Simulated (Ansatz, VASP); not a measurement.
## One calculation of Sn, two programs

```
Sn
1.0
     0.00000    3.25957    3.25957
     3.25957    0.00000    3.25957
     3.25957    3.25957    0.00000
Sn
2
Direct
  0.50000 0.50000 0.50000
  0.75000 0.75000 0.75000
```

Alike in both runs: task single point; functional LDA; k mesh 12 × 12 × 12; occupations fermi-dirac, width 0.15 eV; no spin polarisation.

|  | VASP | Ansatz |
| --- | --- | --- |
| version | VASP 6.6.1 | Ansatz 0.2.0 |
| potentials or method | VASP PAW LDA potentials, release 64 (Sn_d), cutoff 520 eV | scalar-relativistic, plane waves, PAW |
| valence electrons in the cell | 28 | 28 |

|  | VASP | Ansatz | Ansatz less VASP |
| --- | --- | --- | --- |
| gap on the k mesh at the Fermi level (eV) | none | none | - |
| pressure (GPa) | -0.8 | -0.8 | +0.01 |

LDA's correlation is that of Perdew and Zunger in VASP and of Perdew and Wang (1992) in Ansatz. A gap of «none» marks a metal or a gap that the smearing closes.
